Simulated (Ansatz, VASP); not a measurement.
**SnO2 in VASP and in Ansatz**

```
CELL_PARAMETERS angstrom
1.67065 0.96455 5.18057
-1.67065 0.96455 5.18057
0.00000 -1.92910 5.18057
ATOMIC_POSITIONS crystal
Sn 0.50000 0.50000 0.50000
O 0.23488 0.23488 0.23488
O 0.76512 0.76512 0.76512
```

Alike in both runs: task single point; functional PBE; k mesh 12 × 12 × 12; occupations gaussian, width 0.05 eV; no spin polarisation.

|  | VASP | Ansatz |
| --- | --- | --- |
| version | VASP 6.6.1 | Ansatz 0.2.0 |
| potentials or method | VASP PAW PBE potentials, release 64 (Sn_d, O), cutoff 520 eV | scalar-relativistic, plane waves, PAW |
| valence electrons in the cell | 26 | 26 |

Ansatz gave:

- gap on the k mesh at the Fermi level (eV): 1.49
- least direct gap on the mesh (eV): 1.59
- pressure (GPa): -11.6
- traceless stress, the component that is largest in VASP (GPa): 3.90
- rms of the force components (eV/Å): 0.512

What did VASP give for the same quantities?

gap on the k mesh at the Fermi level (eV): 1.47; least direct gap on the mesh (eV): 1.57; pressure (GPa): -11.2; traceless stress, the component that is largest in VASP (GPa): 3.65; rms of the force components (eV/Å): 0.491.

Atom by atom the forces differ by 0.021 eV/Å (rms over components). With one functional, cell and mesh, what is left measures potentials, basis and numerics.
